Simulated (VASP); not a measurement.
Input of a VASP 6.6.1 run:

The input INCAR:

```
PREC = Accurate
ENCUT = 520
EDIFF = 1E-6
ISMEAR = 0
SIGMA = 0.01
LREAL = F
LASPH = T
NELM = 100
ALGO = Normal
ISIF = 2
LWAVE = F
LCHARG = F
GGA = PE
NBANDS = 25
```

File KPOINTS:

```
regular mesh
0
Gamma
  6 6 8
```

The input POSCAR:

```
SiO2
1.0
    4.1064846246      0.0000000000      0.0000000000
    0.0000000000      4.1064846246      0.0000000000
    0.0000000000      0.0000000000      2.6200183902
Si O
2 4
Direct
    0.0000000000      0.0000000000      0.0000000000
    0.5000000000      0.5000000000      0.5000000000
    0.3059000000      0.3059000000      0.0000000000
    0.1941000000      0.8059000000      0.5000000000
    0.6941000000      0.6941000000      0.0000000000
    0.8059000000      0.1941000000      0.5000000000
```

Potentials or basis: VASP PAW PBE potentials, release 64 (Si, O).

Command:

```sh
$ cat potpaw_PBE.64/Si/POTCAR potpaw_PBE.64/O/POTCAR > POTCAR
$ mpirun -np 1 vasp_std > vasp.out
```

Q: Estimate the pressure.

A: 31.2 GPa.

Q: Predict the largest force.

A: 0.474 eV/Å.

Q: Predict the band gap on the k mesh.

A: 6.58 eV, direct.

Forces in eV/Å, atoms in the order of the input:
```
Si   0.000  0.000  0.000
Si   0.000  0.000  0.000
O   -0.335 -0.335  0.000
O    0.335 -0.335  0.000
O    0.335  0.335  0.000
O   -0.335  0.335  0.000
```

A k mesh can miss the band edges.
